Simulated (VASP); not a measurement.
Al3C2:

```
CELL_PARAMETERS angstrom
3.43748 0.00000 0.00000
-1.71874 2.97694 0.00000
0.00000 0.00000 8.35767
ATOMIC_POSITIONS crystal
Al 0.66667 0.33333 0.00000
Al 0.33333 0.66667 0.50000
Al 0.33333 0.66667 0.00000
C 0.00000 0.00000 0.11727
C 0.00000 0.00000 0.88273
```

| Quantity | Value |
| --- | --- |
| Program | VASP 6.6.1 |
| Task | relaxation of cell and atoms |
| Functional | PBE |
| Potentials or basis | VASP PAW PBE potentials, release 64 (Al, C) |
| Cutoff | 600 eV |
| k mesh | 6 × 6 × 2 |
| Occupations | gaussian, width 0.1 eV |
| Spin | collinear spin, ferromagnetic start |
| Starting moments | [0.0, 0.0, 0.0, 1.0, 1.0] μB |

At the start: pressure 19.0 GPa; volume 17.11 Å³/atom.

Q: How do energy, volume and symmetry change on relaxing?

A: Over 35 steps the energy falls by 1106.0 meV/atom and the volume is 18.52 Å³/atom (+8.3 %); space group P-6m2 (No. 187, to 0.05 Å); moment 0.00 μB per cell.

The path:
| step | energy change (eV) | largest force (eV/Å) | pressure (GPa) | volume (Å³) |
| --- | --- | --- | --- | --- |
| 1 | 0.0000 | 0.0447 | 18.99 | 85.53 |
| 2 | -2.1887 | 2.0142 | -1.15 | 112.18 |
| 3 | -2.2883 | 2.2398 | -3.76 | 118.10 |
| 4 | -3.3823 | 2.0730 | -2.81 | 114.97 |
| 5 | 57.3699 | 348.6168 | 122.28 | 99.13 |
| 6 | -2.8576 | 2.2249 | -6.00 | 114.85 |
| 7 | -4.2598 | 4.4526 | 2.73 | 108.22 |
| 8 | -3.8931 | 1.3292 | -4.26 | 111.14 |
| 9 | -4.1957 | 0.4320 | -0.94 | 109.63 |
| 10 | -4.2956 | 1.2711 | 0.75 | 108.91 |
| 11 | -4.3058 | 2.2038 | 1.31 | 108.67 |
| 12 | -4.5008 | 10.8068 | 4.06 | 108.40 |
| 13 | -4.5962 | 7.1546 | 2.79 | 108.69 |
| 14 | -4.7744 | 6.3529 | 1.65 | 109.01 |
| 15 | -5.1040 | 4.4759 | -0.90 | 109.61 |
| 16 | -4.8596 | 2.8527 | -3.04 | 109.15 |
| 17 | -5.1003 | 4.6307 | -1.42 | 109.71 |
| 18 | -5.2343 | 1.9923 | -2.88 | 109.36 |
| 19 | -5.2804 | 0.1636 | -4.15 | 108.98 |
| 20 | -5.2805 | 0.2477 | -4.20 | 108.96 |
| 21 | -5.3026 | 0.1874 | -3.98 | 108.07 |
| 22 | -5.3603 | 0.0179 | -3.26 | 105.43 |
| 23 | -5.4366 | 0.5524 | -1.70 | 100.27 |
| 24 | -5.4140 | 1.7628 | 2.66 | 90.43 |
| 25 | -5.4574 | 1.0314 | -0.23 | 96.31 |
| 26 | -5.4816 | 0.2081 | -0.94 | 94.59 |
| 27 | -5.4822 | 0.4060 | -1.03 | 94.29 |
| 28 | -5.5069 | 0.2166 | -0.19 | 92.34 |
| 29 | -5.5158 | 0.0443 | 0.64 | 90.66 |
| 30 | -5.5161 | 0.0090 | 0.81 | 90.33 |
| 31 | -5.5218 | 0.0054 | 0.63 | 90.87 |
| 32 | -5.5301 | 0.0738 | 0.06 | 92.50 |
| 33 | -5.5301 | 0.0811 | 0.04 | 92.56 |
| 34 | -5.5297 | 0.2099 | -0.25 | 92.65 |
| 35 | -5.5302 | 0.0037 | -0.04 | 92.58 |

Final structure:
```
CELL_PARAMETERS angstrom
4.55970 0.00000 0.00000
-2.27985 3.94882 0.00000
0.00000 0.00000 5.14191
ATOMIC_POSITIONS crystal
Al 0.66667 0.33333 0.00000
Al 0.33333 0.66667 0.50000
Al 0.33333 0.66667 0.00000
C 0.00000 0.00000 0.12823
C 0.00000 0.00000 0.87177
```

Caveat: the k points lie up to 0.61 Å⁻¹ apart in the final cell.
